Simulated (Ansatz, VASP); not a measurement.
**One calculation of Si, two programs**

```
CELL_PARAMETERS angstrom
-2.40694 2.40694 1.32927
2.40694 -2.40694 1.32927
2.40694 2.40694 -1.32927
ATOMIC_POSITIONS crystal
Si 0.25000 0.75000 0.50000
Si 0.50000 0.50000 0.00000
```

Change from the starting cell: strain +0.015 along x and y, +0.000 along z, atoms carried along.

Alike in both runs: task single point; functional LDA; k mesh 20 × 20 × 20; occupations gaussian, width 0.15 eV; no spin polarisation.

|  | VASP | Ansatz |
| --- | --- | --- |
| version | VASP 6.6.1 | Ansatz 0.2.0 |
| potentials or method | VASP PAW LDA potentials, release 64 (Si), cutoff 520 eV | scalar-relativistic, plane waves, PAW |
| valence electrons in the cell | 8 | 8 |

Ansatz gave:

```
gap on the k mesh at the Fermi level (eV)                     : none
pressure (GPa)                                                : -4.2
traceless stress, the component that is largest in VASP (GPa) : 0.18
```

Problem. What did VASP give for the same quantities?

Solution. gap on the k mesh at the Fermi level (eV): none; pressure (GPa): -4.1; traceless stress, the component that is largest in VASP (GPa): 0.17.

LDA's correlation is that of Perdew and Zunger in VASP and of Perdew and Wang (1992) in Ansatz. A gap of «none» marks a metal or a gap that the smearing closes.
